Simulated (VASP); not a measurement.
A run of VASP 6.6.1 is set up as follows.

INCAR

```
  PREC = Accurate
  ENCUT = 520
  EDIFF = 1E-6
  ISMEAR = -1
  SIGMA = 0.04
  LREAL = F
  LASPH = T
  NELM = 80
  ALGO = Normal
  ISIF = 2
  LWAVE = F
  LCHARG = T
  GGA = PE
  LELF = T
  LVHAR = T
  NBANDS = 9
```

File KPOINTS:

```
Automatic mesh
0
Gamma
  8 8 5
```

The input POSCAR:

```
Be
1.0
    2.2853000000      0.0000000000      0.0000000000
   -1.1426500000      1.9791278553      0.0000000000
    0.0000000000      0.0000000000      3.5842000000
Be
2
Direct
    0.6666666667      0.3333333333      0.7500000000
    0.3333333333      0.6666666667      0.2500000000
```

Potentials or basis: VASP PAW PBE potentials, release 64 (Be).

Run with:

```bash
$ cat potpaw_PBE.64/Be/POTCAR > POTCAR
$ mpirun -np 1 vasp_std > vasp.out
```

(1) Estimate the pressure.

(2) Predict the band gap on the k mesh.

Answers

(1) -2.7 GPa.

(2) zero (band 2 reaches 7.61 eV, above the bottom of band 3 at 7.52 eV).

Caveat: the k points lie up to 0.40 Å⁻¹ apart.
